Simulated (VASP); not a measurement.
# MnAs: single point with PBEsol

Crystal: MnAs.

```xyz
4
Lattice="3.4665 0.0000 0.0000 -1.7332 3.0020 0.0000 0.0000 0.0000 5.2225" Properties=species:S:1:pos:R:3 pbc="T T T"
As    1.7332    1.0007    3.9169
As    0.0000    2.0014    1.3056
Mn    0.0000    0.0000    2.6112
Mn    0.0000    0.0000    0.0000
```

```yaml
Program: VASP 6.6.1
Task: single point
Functional: PBEsol
Potentials_or_basis: VASP PAW PBE potentials, release 64 (As, Mn_pv)
Cutoff: 520 eV
k_mesh: 8 × 8 × 5
Occupations: fermi-dirac, width 0.05 eV
Spin: collinear spin, ferromagnetic start
Starting_moments: "[0.0, 0.0, 4.0, 4.0] μB"
Dipole_correction: no
Further_INCAR_settings: ALGO = Normal; EDIFF = 1e-06; NBANDS = 30
```

```
Pressure                                              : 10.4 GPa
Band gap on the k mesh                                : zero (filled and empty bands overlap)
Net moment                                            : 3.99 μB per cell
Site moments                                          : As -0.07; Mn +2.04 μB
Valence electrons inside the program's atomic spheres : As 2.91; Mn 11.98
```

Levels at points of the mesh, in eV from the Fermi level:
Spin up:
```tsv
k point	band 18	band 19	band 20	band 21	band 22	band 23
(0.00, 0.00, 0.00)	-1.04	0.87	1.01	1.01	2.35	4.29
(0.50, 0.00, 0.00)	-1.51	-1.47	-1.09	-0.83	0.92	2.47
```
Spin down:
```
           k point  band 14  band 15  band 16  band 17  band 18  band 19
(0.00, 0.00, 0.00)    -1.06    -0.65    -0.65     0.91     0.91     1.05
(0.50, 0.00, 0.00)    -2.44    -2.32     0.24     0.25     0.28     0.32
```

It took 98 s on 1 thread of Intel(R) Xeon(R) Platinum 8259CL CPU @ 2.50GHz (Skylake/Cascade Lake) (shared host), peak memory 0.24 GiB.

Caveat: the PAW data sets were made with another functional, which shifts forces and pressure a little; only a ferromagnetic start was run, and an antiferromagnetic order may lie lower in energy.
